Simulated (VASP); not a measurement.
A run of VASP 6.6.1 is set up as follows.

Contents of INCAR:

```
SYSTEM = CoO
ALGO = Normal ; EDIFF = 1E-6
EDIFFG = -0.02 ; ENCUT = 600
GGA = RE ; IBRION = 2
ISIF = 4 ; ISMEAR = 0
ISPIN = 2 ; IVDW = 13
LASPH = .TRUE. ; LCHARG = .FALSE.
LDAU = .TRUE. ; LDAUJ = 0 0
LDAUL = 2 -1 ; LDAUPRINT = 1
LDAUTYPE = 2 ; LDAUU = 3.3 0
LMAXMIX = 4 ; LORBIT = 11
LREAL = .FALSE. ; LWAVE = .FALSE.
MAGMOM = 2.86 0 ; NELM = 150
NSW = 60 ; PREC = Accurate
SIGMA = 0.05
```

Contents of KPOINTS:

```
k-points
0
G
  10 10 10
  0 0 0
```

Contents of POSCAR:

```
CoO
1.0
   -1.5085856023      1.5096864681      2.1325830990
    1.4818132539     -1.5096864681      2.1134241447
    1.5085856023      1.5096864681     -2.1325830990
Co O
1 1
Direct
    0.0000000000      0.0000000000      0.0000000000
    0.5000000000      0.5000000000      0.0000000000
```

Potentials or basis: VASP PAW PBE potentials, release 64 (Co, O).

The run is started by

```sh
$ cat potpaw_PBE.64/Co/POTCAR potpaw_PBE.64/O/POTCAR > POTCAR
$ mpirun -np 1 vasp_std > vasp.out
```

Q: Estimate the net moment.

A: 3.00 μB per cell.

Q: Estimate the site moments.

A: Co +2.75; O +0.20 μB.

Final structure:
```
CELL_PARAMETERS angstrom
-1.49545 1.52553 2.10976
1.48657 -1.52553 2.10381
1.49545 1.52553 -2.10976
ATOMIC_POSITIONS crystal
Co 0.00000 0.00000 0.00000
O 0.50000 0.50000 0.00000
```

Caveat: the electronic state changed during the relaxation; a cell with one magnetic atom can't hold antiferromagnetic order, which such compounds often take. The state reached can hang on the start; a lower one may exist.
